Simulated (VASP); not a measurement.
## Si: single point with PBE

System: Si, a slab with vacuum.

```
Si
1.0
     4.06100    0.00000    0.00000
    -2.03050    3.51693    0.00000
     0.00000    0.00000   28.00000
Si
2
Direct
  0.33333 0.66667 0.51275
  0.66667 0.33333 0.48725
```

```yaml
Program: VASP 6.6.1
Task: single point
Functional: PBE
Potentials_or_basis: VASP PAW PBE potentials, release 64 (Si)
Cutoff: 520 eV
k_mesh: 15 × 15 × 1
Occupations: gaussian, width 0.1 eV
Spin: no spin polarisation
```

- Largest force: 1.005 eV/Å
- Band gap on the k mesh: zero (filled and empty bands touch)

Forces in eV/Å, atoms in the order of the input:
```
Si   0.000  0.000 -1.005
Si   0.000  0.000  1.005
```

Levels at points of the mesh, in eV from the Fermi level:
```
           k point  band 2  band 3  band 4  band 5  band 6  band 7
(0.00, 0.00, 0.00)   -2.99   -0.68   -0.68    1.26    2.17    3.21
```

Wall time 5 min on 1 thread of Intel Xeon 8259CL, on a shared host, peak memory 0.48 GiB.
